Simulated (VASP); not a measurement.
# BeTe (Fm-3m) in VASP: a series of runs

Runs on BeTe. Level: B3LYP. Tasks: single point, relaxation of cell and atoms.

All numbers are computed with VASP 6.6.1; they aren't measurements. Logs are shortened: lines on timing, memory, paths and dates and some standing lists are left out, and cuts for length are marked.

## (1) The cell of the first run

The structure is cubic, space group Fm-3m (No. 225). The conventional cell has a = 5.361 Å, b = 5.361 Å, c = 5.361 Å, α = 90.00°, β = 90.00°, γ = 90.00°. Be (site symmetry m-3m) has 6 Te at 2.68 Å within 3.5 Å. Te (site symmetry m-3m) has 6 Be at 2.68 Å within 3.5 Å.

## (2) Single point, B3LYP

The input, POSCAR:

```
BeTe
1.0
    0.0000000000      2.6803100000      2.6803100000
    2.6803100000      0.0000000000      2.6803100000
    2.6803100000      2.6803100000      0.0000000000
Be Te
1 1
Direct
    0.5000000000      0.5000000000      0.5000000000
    0.0000000000      0.0000000000      0.0000000000
```

The input, INCAR.step1:

```
SYSTEM = BeTe
PREC = Accurate
ENCUT = 520
EDIFF = 1E-5
ISMEAR = -1
SIGMA = 0.05
LREAL = .False.
LASPH = .True.
NELM = 60
ALGO = Normal
ISIF = 2
LWAVE = .True.
GGA = PE
NBANDS = 11
```

The input, INCAR.step2:

```
SYSTEM = BeTe
PREC = Accurate
ENCUT = 520
EDIFF = 1E-6
ISMEAR = -1
SIGMA = 0.05
LREAL = .False.
LASPH = .True.
NELM = 60
ALGO = Normal
ISIF = 2
LWAVE = .False.
LCHARG = .True.
GGA = B3
LHFCALC = .True.
AEXX = 0.2
AGGAX = 0.72
AGGAC = 0.81
ALDAC = 0.19
PRECFOCK = Normal
LELF = .True.
LVHAR = .True.
ISTART = 1
NBANDS = 11
```

The input, KPOINTS:

```
regular mesh
0
Gamma
  5 5 5
  0 0 0
```

Potentials or basis: VASP PAW PBE potentials, release 64 (Be, Te).

Command:

```bash
$ cat potpaw_PBE.64/Be/POTCAR potpaw_PBE.64/Te/POTCAR > POTCAR
$ cp INCAR.step1 INCAR
$ mpirun -np 1 vasp_std > vasp.out
$ cp INCAR.step2 INCAR
$ mpirun -np 1 vasp_std > vasp.out
```

OUTCAR:

```text
SYSTEM = BeTe
   PREC = Accurate
   ENCUT = 520
   EDIFF = 1E-6
   ISMEAR = -1
   LREAL = .False.
   LASPH = .True.
   NELM = 60
   ISIF = 2
   GGA = B3
   LHFCALC = .True.
   AEXX = 0.2
   PRECFOCK = Normal
   ISTART = 1

 ion  position               nearest neighbor table
   1  0.500  0.500  0.500-   2 2.68   2 2.68   2 2.68   2 2.68   2 2.68   2 2.68
   2  0.000  0.000  0.000-   1 2.68   1 2.68   1 2.68   1 2.68   1 2.68   1 2.68

  LATTYP: Found a face centered cubic cell.
 ALAT       =     5.3606200000

  Lattice vectors:

 A1 = (   0.0000000000,   2.6803100000,   2.6803100000)
 A2 = (   2.6803100000,   0.0000000000,   2.6803100000)
 A3 = (   2.6803100000,   2.6803100000,   0.0000000000)

Analysis of symmetry for initial positions (statically):
=====================================================================
 Subroutine PRICEL returns:
 Original cell was already a primitive cell.

 Routine SETGRP: Setting up the symmetry group for a
 face centered cubic supercell.

 Subroutine GETGRP returns: Found 48 space group operations
 (whereof 48 operations were pure point group operations)
 out of a pool of 48 trial point group operations.

The static configuration has the point symmetry O_h .

Analysis of symmetry for dynamics (positions and initial velocities):
=====================================================================
 Subroutine PRICEL returns:
 Original cell was already a primitive cell.

 Routine SETGRP: Setting up the symmetry group for a
 face centered cubic supercell.

 Subroutine GETGRP returns: Found 48 space group operations
 (whereof 48 operations were pure point group operations)
 out of a pool of 48 trial point group operations.

The dynamic configuration has the point symmetry O_h .

 Subroutine INISYM returns: Found 48 space group operations
 (whereof 48 operations are pure point group operations),
 and found     1 'primitive' translations

----------------------------------------------------------------------------------------

                                     Primitive cell

  volume of cell :      38.5110

  direct lattice vectors                    reciprocal lattice vectors
     0.000000000  2.680310000  2.680310000    -0.186545586  0.186545586  0.186545586
     2.680310000  0.000000000  2.680310000     0.186545586 -0.186545586  0.186545586
     2.680310000  2.680310000  0.000000000     0.186545586  0.186545586 -0.186545586

  length of vectors
     3.790530753  3.790530753  3.790530753     0.323106433  0.323106433  0.323106433

  position of ions in fractional coordinates (direct lattice)
     0.500000000  0.500000000  0.500000000
     0.000000000  0.000000000  0.000000000

  ion indices of the primitive-cell ions
   primitive index   ion index
                 1           1
                 2           2

----------------------------------------------------------------------------------------

 KPOINTS: regular mesh

Automatic generation of k-mesh.
 Grid dimensions read from file:
 generate k-points for:    5    5    5

 Generating k-lattice:

  Cartesian coordinates                     Fractional coordinates (reciprocal lattice)
    -0.037309117  0.037309117  0.037309117     0.200000000  0.000000000  0.000000000
     0.037309117 -0.037309117  0.037309117     0.000000000  0.200000000  0.000000000
     0.037309117  0.037309117 -0.037309117     0.000000000  0.000000000  0.200000000

  Length of vectors
     0.064621287  0.064621287  0.064621287

  Shift w.r.t. Gamma in fractional coordinates (k-lattice)
     0.000000000  0.000000000  0.000000000

 Subroutine IBZKPT returns following result:
 ===========================================

 Found     10 irreducible k-points:

 Following reciprocal coordinates:
            Coordinates               Weight
  0.000000  0.000000  0.000000      1.000000
  0.200000  0.000000  0.000000      8.000000
  0.400000  0.000000  0.000000      8.000000
  0.200000  0.200000  0.000000      6.000000
  0.400000  0.200000  0.000000     24.000000
 -0.400000  0.200000  0.000000     24.000000
 -0.200000  0.200000  0.000000     12.000000
  0.400000  0.400000  0.000000      6.000000
 -0.400000  0.400000  0.000000     12.000000
 -0.400000  0.400000  0.200000     24.000000
   k-points           NKPTS =     10   k-points in BZ     NKDIM =    125   number of bands    NBANDS=     11
   number of dos      NEDOS =    301   number of ions     NIONS =      2
   total plane-waves  NPLWV =  21952
   dimension x,y,z NGX =    28 NGY =   28 NGZ =   28
   dimension x,y,z NGXF=    56 NGYF=   56 NGZF=   56
   ions per type =               1   1
   NGX,Y,Z   is equivalent  to a cutoff of  12.28, 12.28, 12.28 a.u.
   NGXF,Y,Z  is equivalent  to a cutoff of  24.56, 24.56, 24.56 a.u.
 SYSTEM =  BeTe
   PREC   = accura    normal or accurate (medium, high low for compatibility)
   ISTART =      1    job   : 0-new  1-cont  2-samecut
   ICHARG =      0    charge: 1-file 2-atom 10-const
   ISPIN  =      1    spin polarized calculation?
   LNONCOLLINEAR =      F non collinear calculations
   LSORBIT =      F    spin-orbit coupling
   LASPH  =      T    aspherical Exc in radial PAW
   ENCUT  =  520.0 eV  38.22 Ry    6.18 a.u.   7.05  7.05  7.05*2*pi/ulx,y,z
   NELM   =     60;   NELMIN=  2; NELMDL=  0     # of ELM steps
   EDIFF  = 0.1E-05   stopping-criterion for ELM
   LREAL  =      F    real-space projection
   EDIFFG = 0.1E-04   stopping-criterion for IOM
   NSW    =      0    number of steps for IOM
   IBRION =     -1    ionic relax: 0-MD 1-quasi-New 2-CG
   NFREE  =      0    steps in history (QN), initial steepest desc. (CG)
   ISIF   =      2    stress and relaxation
   ISYM   =      3    0-nonsym 1-usesym 2-fastsym
   POTIM  = 0.5000    time-step for ionic-motion
   TEBEG  =    0.0;   TEEND  =   0.0 temperature during run
   PSTRESS=    0.0 pullay stress
   NELECT =       8.0000    total number of electrons
   NUPDOWN=      -1.0000    fix difference up-down
   EMIN   =  10.00;   EMAX   =-10.00  energy-range for DOS
   EFERMI =   0.00;   METHOD = LEGACY
   ISMEAR =    -1;   SIGMA  =   0.05  broadening in eV -4-tet -1-fermi 0-gaus
   EFERMI_NEDOS =   21; number of points for ismear=-14 and -15
   IALGO  =     38    algorithm
   IMIX   =      1    mixing-type and parameters
     AMIX     =   0.40;   BMIX     =  1.00
     AMIX_MAG =   1.60;   BMIX_MAG =  1.00
  volume/ion in A,a.u.               =      19.26       129.94
  Fermi-wavevector in a.u.,A,eV,Ry     =   0.969564  1.832210 12.790215  0.940054
  Thomas-Fermi vector in A             =   2.099627
   LORBIT       =      0    0 simple, 1 ext, 2 COOP (PROOUT), +10 PAW based schemes
   GGA     = B3    functional components
   LHFCALC =     T    Hartree Fock is set to
   PRECFOCK=normal    Normal, Fast or Accurate (Low or Medium for compatibility)
   ENCUT4O =  -1.0   cutoff for four orbital integrals eV
   NKREDX  =     1    reduce k-point grid by
   NKREDY  =     1    reduce k-point grid by
   NKREDZ  =     1    reduce k-point grid by
   AEXX    =    0.2000 exact exchange contribution
   HFSCREEN=    0.0000 screening length (either q_TF or 0.3 A-1)
   HFSCREENC=   0.0000 screening length for correlation (either q_TF or 0.3 A-1)
   ENCUTFOCK=  -1.0 apply spherical cutoff to Coloumb kernel
   IVDW    =     0    specifies the selected vdW correction
   LEPSILON=     F    determine dielectric tensor
   LRPA    =     F    only Hartree local field effects (RPA)
 non-spin polarized calculation
  energy-cutoff  :      520.00
  volume of cell :       38.51
 maximum number of plane-waves:      1047
  NGX = 24; NGY = 24; NGZ = 24

 number of electron       8.0000000 magnetization

 Free energy of the ion-electron system (eV)
  ---------------------------------------------------
  ext. energy  EPLUGINS =         0.00000000
  ---------------------------------------------------
  free energy    TOTEN  =        -6.62160569 eV

  energy without entropy =       -6.61495077  energy(sigma->0) =       -6.61827823

 E-fermi :   7.2964     XC(G=0):  -7.8245

 val. band max:        7.2963746971   @ k =  -0.2000   0.2000   0.0000
 cond. band min:       8.0972986533   @ k =  -0.4000   0.4000   0.0000
 fundamental gap:      0.8009239562
 Fermi energy:         7.2963756831

 k-point     1 :       0.0000    0.0000    0.0000
  band No.  band energies     occupation
      1      -7.4723      2.00000
      2       6.5974      2.00000
      3       6.5974      2.00000
      4       6.5974      2.00000
      5      11.1231      0.00000
      6      14.6773      0.00000
      7      14.6773      0.00000
      8      14.6773      0.00000
      9      15.2529      0.00000
     10      15.2529      0.00000
     11      15.2529      0.00000

 k-point     2 :       0.2000    0.0000    0.0000
  band No.  band energies     occupation
      1      -6.9513      2.00000
      2       3.6085      2.00000
      3       6.5699      2.00000
      4       6.5699      2.00000
      5      11.8681      0.00000
      6      12.6091      0.00000
      7      12.6091      0.00000
      8      14.4240      0.00000
      9      15.8147      0.00000
     10      16.4657      0.00000
     11      16.4657      0.00000

 k-point     3 :       0.4000    0.0000    0.0000
  band No.  band energies     occupation
      1      -5.7186      2.00000
      2       0.2049      2.00000
      3       6.6434      2.00000
      4       6.6434      2.00000
      5      10.6429      0.00000
      6      10.6429      0.00000
      7      11.2828      0.00000
      8      14.0103      0.00000
      9      19.1076      0.00000
     10      19.6273      0.00000
     11      19.6273      0.00000
[... 71 lines left out ...]
 k-point     9 :      -0.4000    0.4000    0.0000
  band No.  band energies     occupation
      1      -4.5298      2.00000
      2       0.8897      2.00000
      3       1.9927      2.00000
      4       4.1687      2.00000
      5       8.0973      0.00000
      6      13.2928      0.00000
      7      15.1991      0.00000
      8      16.6208      0.00000
      9      19.0737      0.00000
     10      20.4250      0.00000
     11      21.3330      0.00000

 k-point    10 :      -0.4000    0.4000    0.2000
  band No.  band energies     occupation
      1      -4.7906      2.00000
      2       1.1491      2.00000
      3       2.4064      2.00000
      4       3.5658      2.00000
      5      10.2946      0.00000
      6      12.2855      0.00000
      7      14.6862      0.00000
      8      17.5068      0.00000
      9      17.6129      0.00000
     10      18.2637      0.00000
     11      22.2330      0.00000

------------------------ aborting loop because EDIFF is reached ----------------------------------------

  FORCE on cell =-STRESS in cart. coord.  units (eV):
  Direction    XX          YY          ZZ          XY          YZ          ZX
  --------------------------------------------------------------------------------------
  -------------------------------------------------------------------------------------
  Total        0.7385026      0.7385026      0.7385026      0.0000000      0.0000000     -0.0000000
  in kB       30.7239843     30.7239843     30.7239843      0.0000000      0.0000000     -0.0000000
  external PRESSURE =      30.7239843 kB  Pullay stress =       0.0000000 kB

 VOLUME and BASIS-vectors are now :
 -----------------------------------------------------------------------------
  energy-cutoff  :      520.00
  volume of cell :       38.51
      direct lattice vectors                 reciprocal lattice vectors
     0.000000000  2.680310000  2.680310000    -0.186545586  0.186545586  0.186545586
     2.680310000  0.000000000  2.680310000     0.186545586 -0.186545586  0.186545586
     2.680310000  2.680310000  0.000000000     0.186545586  0.186545586 -0.186545586

 POSITION                                       TOTAL-FORCE (eV/Angst)
 -----------------------------------------------------------------------------------
      2.68031      2.68031      2.68031         0.000000      0.000000      0.000000
      0.00000      0.00000      0.00000        -0.000000      0.000000     -0.000000
 -----------------------------------------------------------------------------------
    total drift:                                0.000000      0.000000     -0.000000

  FREE ENERGIE OF THE ION-ELECTRON SYSTEM (eV)
  ---------------------------------------------------
  free  energy   TOTEN  =        -6.6216056919 eV

  energy  without entropy=       -6.6149507725  energy(sigma->0) =       -6.61827823
```

Wall time 12 min (1 thread of Intel Xeon 8259CL, shared host); peak memory 0.15 GiB.

Results:

* Free energy: -6.6216 eV
* Pressure: 3.1 GPa
* Band gap on the k mesh: zero (bands 4 and 5 overlap by 0.64 eV)

Caveat: the k points lie up to 0.41 Å⁻¹ apart, too coarse for converged energies and pressures of a metal; the PAW data sets were made with another functional, which shifts forces and pressure a little; spin-orbit coupling is left out, which moves the levels of the heavy elements.

## (3) Single point, B3LYP

This run uses another cell than the first one, of 20.16 Å³/atom.

The input, POSCAR:

```
BeTe
1.0
    0.0000000000      2.7218349874      2.7218349874
    2.7218349874      0.0000000000      2.7218349874
    2.7218349874      2.7218349874      0.0000000000
Be Te
1 1
Direct
    0.5000000000      0.5000000000      0.5000000000
    0.0000000000      0.0000000000      0.0000000000
```

The input, INCAR.step1:

```
  PREC = Accurate
  ENCUT = 520
  EDIFF = 1E-5
  ISMEAR = -1
  SIGMA = 0.05
  LREAL = F
  LASPH = T
  NELM = 80
  ALGO = Normal
  ISIF = 2
  LWAVE = T
  LCHARG = F
  NBANDS = 11
  GGA = PE
```

The input, INCAR.step2:

```
  PREC = Accurate
  ENCUT = 520
  EDIFF = 1E-7
  ISMEAR = -1
  SIGMA = 0.05
  LREAL = F
  LASPH = T
  NELM = 80
  ALGO = Normal
  ISIF = 2
  LWAVE = F
  LCHARG = F
  GGA = B3
  LHFCALC = T
  AEXX = 0.2
  AGGAX = 0.72
  AGGAC = 0.81
  ALDAC = 0.19
  PRECFOCK = Normal
  NBANDS = 11
  ISTART = 1
```

The input, KPOINTS:

```
regular mesh
0
Gamma
  5 5 5
```

Potentials or basis: VASP PAW PBE potentials, release 64 (Be, Te).

Command:

```bash
$ cat potpaw_PBE.64/Be/POTCAR potpaw_PBE.64/Te/POTCAR > POTCAR
$ cp INCAR.step1 INCAR
$ mpirun -np 1 vasp_std > vasp.out
$ cp INCAR.step2 INCAR
$ mpirun -np 1 vasp_std > vasp.out
```

Wall time 15 min (1 thread of Intel Xeon 8259CL, shared host); peak memory 0.17 GiB.

Results (log left out):

```yaml
Free_energy: -6.6380 eV
Pressure: -0.1 GPa
Band_gap_on_the_k_mesh: zero (bands 4 and 5 overlap by 0.61 eV)
```

Levels at points of the mesh, in eV from the Fermi level:
```
           k point  band 1  band 2  band 3  band 4  band 5  band 6  band 7  band 8  band 9
(0.00, 0.00, 0.00)  -14.38   -0.66   -0.66   -0.66    3.41    7.25    7.25    7.25    7.99
```

Caveat: the k points lie up to 0.40 Å⁻¹ apart, too coarse for converged energies and pressures of a metal; the PAW data sets were made with another functional, which shifts forces and pressure a little; spin-orbit coupling is left out, which moves the levels of the heavy elements.

## (4) Relaxation of cell and atoms, B3LYP

The input, POSCAR:

```
BeTe
1.0
    0.0000000000      2.6803100000      2.6803100000
    2.6803100000      0.0000000000      2.6803100000
    2.6803100000      2.6803100000      0.0000000000
Be Te
1 1
Direct
    0.5000000000      0.5000000000      0.5000000000
    0.0000000000      0.0000000000      0.0000000000
```

The input, INCAR.step1:

```
SYSTEM = BeTe
ALGO = Normal ; EDIFF = 1E-5
ENCUT = 600 ; GGA = PE
ISMEAR = -1 ; LASPH = .TRUE.
LCHARG = .FALSE. ; LREAL = .FALSE.
LWAVE = .TRUE. ; NBANDS = 11
NELM = 100 ; PREC = Accurate
SIGMA = 0.05
```

The input, INCAR.step2:

```
SYSTEM = BeTe
AEXX = 0.2 ; AGGAC = 0.81
AGGAX = 0.72 ; ALDAC = 0.19
ALGO = Normal ; EDIFF = 1E-7
EDIFFG = -0.01 ; ENCUT = 600
GGA = B3 ; IBRION = 2
ISIF = 3 ; ISMEAR = -1
ISTART = 1 ; LASPH = .TRUE.
LCHARG = .FALSE. ; LHFCALC = .TRUE.
LREAL = .FALSE. ; LWAVE = .FALSE.
NELM = 100 ; NSW = 60
PREC = Accurate ; PRECFOCK = Normal
SIGMA = 0.05
```

The input, KPOINTS:

```
k-points
0
G
  5 5 5
  0 0 0
```

Command:

```bash
$ cat potpaw_PBE.64/Be/POTCAR potpaw_PBE.64/Te/POTCAR > POTCAR
$ cp INCAR.step1 INCAR
$ mpirun -np 1 vasp_std > vasp.out
$ cp INCAR.step2 INCAR
$ mpirun -np 1 vasp_std > vasp.out
```

It took 37 min on 1 thread of Intel Xeon 8259CL, shared host; peak memory 0.17 GiB.

It converged, with:

```yaml
Free_energy: -6.6381 eV
Relaxed_volume: 20.14 Å³/atom
Relaxed_cell: a = 3.848 Å, b = 3.848 Å, c = 3.848 Å, α = 60.00°, β = 60.00°, γ = 60.00°
Space_group_after_relaxing_to_0.1_Å: Fm-3m (No. 225)
Energy_gained_by_relaxing: 8.2 meV/atom
Ionic_steps: 3
Pressure_after_relaxing: 0.0 GPa
Band_gap_on_the_k_mesh: zero (bands 4 and 5 overlap by 0.61 eV)
```

The path:
| step | energy change (eV) | largest force (eV/Å) | pressure (GPa) | volume (Å³) |
| --- | --- | --- | --- | --- |
| 1 | 0.0000 | 0.0000 | 3.07 | 38.51 |
| 2 | -0.0159 | 0.0000 | -0.47 | 40.60 |
| 3 | -0.0163 | 0.0000 | 0.00 | 40.28 |

Final structure:
```cif
data_structure
_symmetry_space_group_name_H-M 'P 1'
_symmetry_Int_Tables_number 1
_cell_length_a 3.8478
_cell_length_b 3.8478
_cell_length_c 3.8478
_cell_angle_alpha 60.000
_cell_angle_beta 60.000
_cell_angle_gamma 60.000
_cell_volume 40.28
loop_
_atom_site_label
_atom_site_type_symbol
_atom_site_fract_x
_atom_site_fract_y
_atom_site_fract_z
_atom_site_occupancy
Be1 Be 0.50000 0.50000 0.50000 1
Te1 Te 0.00000 0.00000 0.00000 1
```

Levels at points of the mesh, in eV from the Fermi level:
| k point | band 2 | band 3 | band 4 | band 5 | band 6 | band 7 |
| --- | --- | --- | --- | --- | --- | --- |
| (0.00, 0.00, 0.00) | -0.66 | -0.66 | -0.66 | 3.42 | 7.25 | 7.25 |

Caveat: the k points lie up to 0.40 Å⁻¹ apart in the final cell, too coarse for converged energies and pressures of a metal; the PAW data sets were made with another functional, which shifts forces and pressure a little; spin-orbit coupling is left out, which moves the levels of the heavy elements.

## (5) Overview

```csv
task,cell,cutoff (eV),gap on the mesh (eV),pressure (GPa)
single point,"a = 3.791 Å, angles 60.0°, 2 atoms",520,none,3.1
single point,"a = 3.849 Å, angles 60.0°, 2 atoms",520,none,-0.1
relaxation of cell and atoms,"relaxed from a = 3.791 Å, angles 60.0°, 2 atoms",600,none,0.0
```

Alike in all rows: level B3LYP; potentials or basis VASP PAW PBE potentials, release 64 (Be, Te); no spin polarisation; k mesh 5 × 5 × 5; smearing fermi-dirac 0.05 eV.

Caveats: all runs use coarse meshes; the PAW data sets were made with another functional, which shifts forces and pressure a little; spin-orbit coupling is left out, which moves the levels of the heavy elements.

Absolute energies hang on the potentials; compare differences alone.

The gap in the log of VASP goes by the Fermi energy; the results here count the filled bands.